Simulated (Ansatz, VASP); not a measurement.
**Cu: VASP beside Ansatz**

```
CELL_PARAMETERS angstrom
2.52063 0.00000 0.00000
-1.26031 2.18293 0.00000
0.00000 0.00000 4.11719
ATOMIC_POSITIONS crystal
Cu 0.33333 0.66667 0.25000
Cu 0.66667 0.33333 0.75000
```

Alike in both runs: functional PBEsol; k mesh 18 × 18 × 10; occupations gaussian, width 0.1 eV; no spin polarisation.

Ansatz relaxed the structure, and its values are those at the end. VASP's run is a single point on that final structure, the one shown.

|  | VASP | Ansatz |
| --- | --- | --- |
| version | VASP 6.6.1 | Ansatz 0.2.0 |
| potentials or method | VASP PAW PBE potentials, release 64 (Cu), cutoff 520 eV | scalar-relativistic, plane waves, PAW |
| valence electrons in the cell | 22 | 38 |

VASP gave:

* gap on the k mesh at the Fermi level (eV): none
* pressure (GPa): 0.7

Problem. What did Ansatz give for the same quantities?

Solution. gap on the k mesh at the Fermi level (eV): none; pressure (GPa): 0.0.

VASP's potentials were made for PBE, not for PBEsol. A gap of «none» marks a metal or a gap that the smearing closes. VASP's potentials hold 22 valence electrons a cell and Ansatz's 38, so a difference there can come from the potentials and not from the codes.
